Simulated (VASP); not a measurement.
Set up this calculation in VASP 6.6.1, as the native input.

* Task: relaxation of cell and atoms
* Functional: PBE
* Potentials or basis: VASP PAW PBE potentials, release 64 (Zr_sv, Ti_sv, N)
* Cutoff: 600 eV
* k mesh: 12 × 12 × 4
* Occupations: gaussian, width 0.1 eV
* Spin: no spin polarisation
* Dipole correction: no
* Further INCAR settings: ALGO = Normal; EDIFF = 1e-06; IBRION = 2; EDIFFG = -0.01; NSW = 100; ISIF = 3

The structure of Zr3TiN4 lies in POSCAR:

```
Zr3TiN4
1.0
    3.2033532131      0.0000000000      0.0000000000
    0.0000000000      3.2033532131      0.0000000000
    0.0000000000      0.0000000000      9.0456650994
Zr Ti N
3 1 4
Direct
    0.5000000000      0.5000000000      0.2413189065
    0.0000000000      0.0000000000      0.5000000000
    0.5000000000      0.5000000000      0.7586810935
    0.0000000000      0.0000000000      0.0000000000
    0.0000000000      0.0000000000      0.7569805639
    0.5000000000      0.5000000000      0.0000000000
    0.0000000000      0.0000000000      0.2430194361
    0.5000000000      0.5000000000      0.5000000000
```

These files were run (other wordings do the same):

INCAR

```
SYSTEM = Zr3TiN4
PREC = Accurate ; ENCUT = 600
EDIFF = 1E-6 ; ISMEAR = 0
SIGMA = 0.1 ; LREAL = .False.
LASPH = .True. ; NELM = 60
ALGO = Normal ; ISIF = 3
LWAVE = .False. ; LCHARG = .False.
GGA = PE ; IBRION = 2
NSW = 100 ; EDIFFG = -0.01
LUSENCCL = .False.
```

KPOINTS

```
regular mesh
0
Gamma
  12 12 4
  0 0 0
```

Potentials or basis: VASP PAW PBE potentials, release 64 (Zr_sv, Ti_sv, N).

Launch:

```console
$ cat potpaw_PBE.64/Zr_sv/POTCAR potpaw_PBE.64/Ti_sv/POTCAR potpaw_PBE.64/N/POTCAR > POTCAR
$ mpirun -np 1 vasp_std > vasp.out
```

It gave:

| Quantity | Value |
| --- | --- |
| Energy gained by relaxing | 0.0 meV/atom |
| Ionic steps | 4 |
| Pressure after relaxing | -0.1 GPa |
| Band gap on the k mesh | zero (band 34 reaches 12.70 eV, above the bottom of band 35 at 9.62 eV) |

Run time: 5.6 min on 1 × NVIDIA H100 80GB with 1 thread of AMD EPYC 7R13 Processor (Zen 3), with other jobs on the host, peak memory 1.5 GiB.
